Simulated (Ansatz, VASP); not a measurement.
Two plane-wave programs on K

```
K
1.0
     0.00000    3.18639    3.18639
     3.18639    0.00000    3.18639
     3.18639    3.18639    0.00000
K
1
Direct
  0.00000 0.00000 0.00000
```

Alike in both runs: functional LDA; k mesh 8 × 8 × 8; occupations fermi-dirac, width 0.1 eV; no spin polarisation.

Ansatz relaxed the structure, and its values are those at the end. VASP's run is a single point on that final structure, the one shown.

|  | VASP | Ansatz |
| --- | --- | --- |
| version | VASP 6.6.1 | Ansatz 0.2.0 |
| potentials or method | VASP PAW LDA potentials, release 64 (K_sv), cutoff 520 eV | plane waves (420 eV) with PAW, scalar-relativistic |
| valence electrons in the cell | 9 | 9 |

|  | VASP | Ansatz | Ansatz less VASP |
| --- | --- | --- | --- |
| pressure (GPa) | 0.0 | 0.0 | +0.02 |

Ansatz warns that its potentials were made for another functional, while VASP's fit it. LDA's correlation is that of Perdew and Zunger in VASP and of Perdew and Wang (1992) in Ansatz.
